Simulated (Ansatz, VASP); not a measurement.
# One calculation of LiH, two programs

INCAR

```
SYSTEM = LiH
ALGO = Normal
EDIFF = 1E-7
ENCUT = 520
GGA = PE
ISIF = 2
ISMEAR = -1
LASPH = .TRUE.
LCHARG = .TRUE.
LELF = .TRUE.
LREAL = .FALSE.
LVHAR = .TRUE.
LWAVE = .FALSE.
NBANDS = 9
NELM = 60
PREC = Accurate
SIGMA = 0.05
```

The input KPOINTS:

```
k-points
0
G
  8 8 8
  0 0 0
```

File POSCAR:

```
LiH
1.0
    0.0000000000      2.0367500000      2.0367500000
    2.0367500000      0.0000000000      2.0367500000
    2.0367500000      2.0367500000      0.0000000000
Li H
1 1
Direct
    0.0000000000      0.0000000000      0.0000000000
    0.5000000000      0.5000000000      0.5000000000
```

The input input.yaml:

```yaml
crystal:
  lattice:
    - [0.0, 2.03675, 2.03675]
    - [2.03675, 0.0, 2.03675]
    - [2.03675, 2.03675, 0.0]
  atoms:
    - { symbol: Li, position: [0.0, 0.0, 0.0] }
    - { symbol: H, position: [0.5, 0.5, 0.5] }
kpoints:
  mp_grid: { grid: [8, 8, 8] }
scf:
  occupations: { method: fermi_dirac, width: 0.05 }
hamiltonian:
  xc: pbe
  pseudopotentials: { kind: all_electron, datasets: crystal }
output:
  forces: true
  stress: true
  eigenvalues: true
```

Alike in both runs: task single point; functional PBE; k mesh 8 × 8 × 8; occupations fermi-dirac, width 0.05 eV; no spin polarisation.

|  | VASP | Ansatz |
| --- | --- | --- |
| version | VASP 6.6.1 | Ansatz 0.2.0 |
| potentials or method | VASP PAW PBE potentials, release 64 (Li_sv, H), cutoff 520 eV | all-electron PAW datasets made for the crystal |

VASP gave:

| Property | Result |
| --- | --- |
| gap on the k mesh at the Fermi level (eV) | 3.01 |
| least direct gap on the mesh (eV) | 3.01 |

Problem. Which values does Ansatz return?

Solution. gap on the k mesh at the Fermi level (eV): 3.02; least direct gap on the mesh (eV): 3.02.

Ansatz ran all-electron here, and VASP with PAW potentials.

Noted on VASP's run: the cutoff is short for stress, so the pressure is rough.
